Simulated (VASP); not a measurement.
# MgS (P6/mmm) in VASP: further runs, part 2 of 2

VASP 6.6.1. The steps go on from the part before.

### Step 4. Relaxation of cell and atoms, PBE

INCAR reads:

```
PREC = Accurate
ENCUT = 600
EDIFF = 1E-7
ISMEAR = 0
SIGMA = 0.1
LREAL = False
LASPH = True
NELM = 80
ALGO = Normal
ISIF = 3
LWAVE = False
LCHARG = False
GGA = PE
IBRION = 2
NSW = 90
EDIFFG = -0.04
```

KPOINTS reads:

```
Automatic mesh
0
Gamma
  6 6 4
```

POSCAR reads:

```
MgS
1.0
    2.9532969200      0.0000000000      0.0000000000
   -1.4766484600      2.5576301600      0.0000000000
    0.0000000000      0.0000000000      6.0854177400
Mg S
1 1
Direct
    0.0000000000      0.0000000000      0.0000000000
    0.0000000000      0.0000000000      0.5000000000
```

Potentials or basis: VASP PAW PBE potentials, release 64 (Mg, S).

Launch:

```bash
$ cat potpaw_PBE.64/Mg/POTCAR potpaw_PBE.64/S/POTCAR > POTCAR
$ mpirun -np 1 vasp_std > vasp.out
```

OUTCAR:

```text
PREC = Accurate
   ENCUT = 600
   EDIFF = 1E-7
   ISMEAR = 0
   LREAL = False
   LASPH = True
   NELM = 80
   ISIF = 3
   GGA = PE
   IBRION = 2
   NSW = 90
   EDIFFG = -0.04

 ion  position               nearest neighbor table
   1  0.000  0.000  0.000-   2 3.04   2 3.04
   2  0.000  0.000  0.500-   1 3.04   1 3.04

  LATTYP: Found a hexagonal cell.
 ALAT       =     2.9532969200
 C/A-ratio  =     2.0605505998

  Lattice vectors:

 A1 = (   2.9532969200,   0.0000000000,   0.0000000000)
 A2 = (  -1.4766484600,   2.5576301600,   0.0000000000)
 A3 = (   0.0000000000,   0.0000000000,   6.0854177400)

Analysis of symmetry for initial positions (statically):
=====================================================================
 Subroutine PRICEL returns:
[... 179 lines left out ...]
  external PRESSURE =     -34.3431109 kB  Pullay stress =       0.0000000 kB
[... 560 lines left out ...]
 k-point    21 :       0.3333    0.3333    0.5000
  band No.  band energies     occupation
      1      -9.2398      2.00000
      2      -1.6097      2.00000
      3      -0.0563      2.00000
      4      -0.0563      2.00000
      5       3.2814      0.00000
      6       3.2814      0.00000
      7       8.6028      0.00000
      8      10.9935      0.00000

[... ionic steps 4 to 17 ...]

--------------------------------------- Ionic step       18  -------------------------------------------

 number of electron       7.9999989 magnetization

------------------------ aborting loop because EDIFF is reached ----------------------------------------
[... 67 lines left out ...]
--------------------------------------- Ionic step       20  -------------------------------------------

 number of electron       8.0000005 magnetization

 Free energy of the ion-electron system (eV)
  ---------------------------------------------------
  ext. energy  EPLUGINS =         0.00000000
  ---------------------------------------------------
  free energy    TOTEN  =        -6.26720326 eV

  energy without entropy =       -6.26720326  energy(sigma->0) =       -6.26720326

 E-fermi :  -1.3748     XC(G=0):  -5.6119

 val. band max:       -1.8385401314   @ k =   0.0000   0.0000   0.5000
 cond. band min:      -0.3936259573   @ k =   0.0000   0.0000   0.0000
 fundamental gap:      1.4449141741
 Fermi energy:        -1.3748292907
[... 258 lines left out ...]
  FREE ENERGIE OF THE ION-ELECTRON SYSTEM (eV)
  ---------------------------------------------------
  free  energy   TOTEN  =        -6.2672032557 eV

  energy  without entropy=       -6.2672032557  energy(sigma->0) =       -6.26720326

 reached required accuracy - stopping structural energy minimisation
```

OSZICAR:

```text
N       E                     dE             d eps       ncg     rms          rms(c)
DAV:   1     0.272850597409E+02    0.27285E+02   -0.36553E+03   336   0.896E+02
DAV:   2    -0.351123424482E+01   -0.30796E+02   -0.29927E+02   496   0.960E+01
DAV:   3    -0.496075650688E+01   -0.14495E+01   -0.14245E+01   416   0.298E+01
[... 257 lines left out ...]
DAV:   7    -0.626720113552E+01   -0.79682E-05   -0.63054E-06   344   0.172E-02    0.116E-02
DAV:   8    -0.626720278787E+01   -0.16524E-05   -0.18477E-06   400   0.669E-03    0.158E-03
DAV:   9    -0.626720347403E+01   -0.68615E-06   -0.25937E-07   344   0.312E-03    0.155E-03
DAV:  10    -0.626720335065E+01    0.12338E-06   -0.37357E-09   192   0.389E-04    0.554E-04
DAV:  11    -0.626720325573E+01    0.94912E-07   -0.11596E-09   168   0.234E-04
  20 F= -.62672033E+01 E0= -.62672033E+01  d E =-.265820E-02
```

Run time: 2.6 min. Hardware: 1 thread of Intel Xeon 6975P-C, shared host; peak memory 0.18 GiB.

What came out:

| Property | Result |
| --- | --- |
| Free energy | -6.2672 eV |
| Relaxed volume | 46.35 Å³/atom |
| Relaxed cell | a = 4.911 Å, b = 4.911 Å, c = 4.439 Å, α = 90.00°, β = 90.00°, γ = 120.00° |
| Space group after relaxing (to 0.05 Å) | P6/mmm (No. 191) |
| Energy gained by relaxing | 753.3 meV/atom |
| Ionic steps | 20 |
| Pressure after relaxing | 0.0 GPa |
| Band gap on the k mesh | 1.44 eV, indirect (least direct gap 1.67 eV) |

The path:
| step | energy change (eV) | largest force (eV/Å) | pressure (GPa) | volume (Å³) |
| --- | --- | --- | --- | --- |
| 1 | 0.0000 | 0.0000 | -3.43 | 45.97 |
| 2 | -0.1181 | 0.0000 | -1.30 | 42.73 |
| 3 | -0.1727 | 0.0000 | 1.46 | 40.09 |
| 4 | -0.1004 | 0.0000 | 11.22 | 34.99 |
| 5 | -0.1807 | 0.0000 | 2.72 | 39.12 |
| 6 | -0.2936 | 0.0000 | 2.79 | 39.52 |
| 7 | -0.1330 | 0.0000 | 20.51 | 39.47 |
| 8 | -0.3605 | 0.0000 | 5.99 | 39.72 |
| 9 | -0.4610 | 0.0000 | 3.77 | 42.51 |
| 10 | -0.7747 | 0.0000 | 0.62 | 51.33 |
| 11 | -1.3647 | 0.0000 | -0.34 | 70.83 |
| 12 | -1.1096 | 0.0000 | 2.78 | 115.94 |
| 13 | -1.4947 | 0.0000 | 0.83 | 85.23 |
| 14 | -1.4956 | 0.0000 | 1.05 | 87.86 |
| 15 | -1.2654 | 0.0000 | -3.59 | 95.08 |
| 16 | -1.5039 | 0.0000 | 0.07 | 89.00 |
| 17 | -1.5040 | 0.0000 | 0.15 | 88.90 |
| 18 | -1.5040 | 0.0000 | 0.17 | 88.88 |
| 19 | -1.5052 | 0.0000 | 0.12 | 89.90 |
| 20 | -1.5067 | 0.0000 | 0.01 | 92.71 |

Final structure:
```xyz
2
Lattice="4.9108 0.0000 0.0000 -2.4554 4.2529 0.0000 0.0000 0.0000 4.4389" Properties=species:S:1:pos:R:3 pbc="T T T"
Mg   -2.4554    4.2529    0.0000
S     0.0000    0.0000    2.2195
```

Caveat: the volume moved by over 15 % at a fixed basis, so the end points are rough.

### Step 5. Single point, PBE

This run uses another cell than the first one, of 76.35 Å³/atom, 3.322 times its volume.

INCAR reads:

```
SYSTEM = MgS
  PREC = Accurate
  ENCUT = 520
  EDIFF = 1E-6
  ISMEAR = 0
  SIGMA = 0.02
  LREAL = .False.
  LASPH = .True.
  NELM = 80
  ALGO = Normal
  ISIF = 2
  LWAVE = .False.
  LCHARG = .False.
  GGA = PE
  NBANDS = 11
```

KPOINTS reads:

```
regular mesh
0
Gamma
  6 6 6
  0 0 0
```

POSCAR reads:

```
MgS
1.0
    6.2914138222      0.0000000000      0.0000000000
   -3.1457069111      5.4485241957      0.0000000000
    0.0000000000      0.0000000000      4.4547787973
Mg S
1 1
Direct
    0.0000000000      0.0000000000      0.0000000000
    0.0000000000      0.0000000000      0.5000000000
```

Launch:

```bash
$ cat potpaw_PBE.64/Mg/POTCAR potpaw_PBE.64/S/POTCAR > POTCAR
$ mpirun -np 1 vasp_std > vasp.out
```

Run time: 54 s. Hardware: 1 thread of Intel Xeon 6975P-C, shared host; peak memory 0.28 GiB.

The run converged. Its results:

```
Free energy            : -6.3936 eV
Pressure               : 0.0 GPa
Band gap on the k mesh : 2.37 eV, indirect (least direct gap 2.66 eV)
```

Levels at points of the mesh, in eV from the valence-band top:
| k point | band 1 | band 2 | band 3 | band 4 | band 5 | band 6 | band 7 | band 8 |
| --- | --- | --- | --- | --- | --- | --- | --- | --- |
| (0.00, 0.00, 0.00) | -10.41 | -1.63 | -0.29 | -0.29 | 2.37 | 5.79 | 7.06 | 7.06 |
| (0.50, 0.00, 0.00) | -10.41 | -1.62 | -0.45 | -0.33 | 2.96 | 5.16 | 5.89 | 6.83 |
| (0.00, 0.00, 0.50) | -10.20 | -3.01 | 0.00 | 0.00 | 4.73 | 5.06 | 5.06 | 5.87 |
| (0.50, 0.00, 0.50) | -10.19 | -2.99 | -0.09 | -0.02 | 4.12 | 4.85 | 5.60 | 7.16 |

A k mesh can miss the band edges. As with any semilocal functional, this PBE gap is likely too small.

### Step 6. Single point, PBE

This run uses another cell than the first one, of 76.35 Å³/atom, 3.322 times its volume.

INCAR reads:

```
ALGO     = Normal         # electronic algorithm
EDIFF    = 1E-6           # SCF threshold, eV
ENCUT    = 520            # plane-wave cutoff, eV
GGA      = PE             # functional
ISIF     = 2              # what is computed and relaxed
ISMEAR   = 0              # smearing method
LASPH    = T              # aspherical terms in the spheres
LCHARG   = F              # write CHGCAR
LREAL    = F              # projectors in reciprocal space
LWAVE    = F              # write WAVECAR
NBANDS   = 11             # bands
NELM     = 60             # most SCF steps
PREC     = Accurate       # precision mode
SIGMA    = 0.02           # smearing width, eV
```

KPOINTS reads:

```
k-points
0
Gamma
  6 6 6
```

POSCAR is that of step 5.

Potentials or basis: VASP PAW PBE potentials, release 64 (Mg, S).

Launch:

```bash
$ cat potpaw_PBE.64/Mg/POTCAR potpaw_PBE.64/S/POTCAR > POTCAR
$ mpirun -np 1 vasp_std > vasp.out
```

Wall time 56 s (1 thread of Intel Xeon 6975P-C, shared host); peak memory 0.28 GiB.

It converged, with:

* Free energy: -6.3936 eV
* Pressure: 0.0 GPa
* Band gap on the k mesh: 2.37 eV, indirect (least direct gap 2.66 eV)

Levels at points of the mesh, in eV from the valence-band top:
| k point | band 1 | band 2 | band 3 | band 4 | band 5 | band 6 | band 7 | band 8 | band 9 |
| --- | --- | --- | --- | --- | --- | --- | --- | --- | --- |
| (0.00, 0.00, 0.00) | -10.41 | -1.63 | -0.29 | -0.29 | 2.37 | 5.79 | 7.06 | 7.06 | 7.39 |
| (0.50, 0.00, 0.00) | -10.41 | -1.62 | -0.45 | -0.33 | 2.96 | 5.16 | 5.89 | 6.83 | 8.75 |
| (0.00, 0.00, 0.50) | -10.20 | -3.01 | 0.00 | 0.00 | 4.73 | 5.06 | 5.06 | 5.87 | 8.90 |
| (0.50, 0.00, 0.50) | -10.19 | -2.99 | -0.09 | -0.02 | 4.12 | 4.85 | 5.60 | 7.16 | 7.67 |

### Step 7. Summary

```tsv
task	cell	k mesh	cutoff (eV)	smearing	gap on the mesh (eV)	pressure (GPa)
single point	a = 2.953, b = 2.953, c = 6.085 Å, angles 90.0, 90.0, 120.0°, 2 atoms	6 × 6 × 4	520	gaussian 0.1 eV	none	-3.5
single point	a = 5.609, b = 5.609, c = 4.450 Å, angles 90.0, 90.0, 120.0°, 2 atoms	6 × 6 × 4	520	gaussian 0.1 eV	2.06	0.1
relaxation of cell and atoms	relaxed from a = 2.953, b = 2.953, c = 6.085 Å, angles 90.0, 90.0, 120.0°, 2 atoms	6 × 6 × 4	600	gaussian 0.1 eV	1.44	0.0
single point	a = 6.291, b = 6.291, c = 4.455 Å, angles 90.0, 90.0, 120.0°, 2 atoms	6 × 6 × 6	520	gaussian 0.02 eV	2.37	0.0
```

Alike in all rows: level PBE; potentials or basis VASP PAW PBE potentials, release 64 (Mg, S); no spin polarisation.

Caveats: some runs use coarse meshes; the volume moved by over 15 % at a fixed basis, so the end points are rough (some runs).

Absolute energies hang on the potentials; compare differences alone.
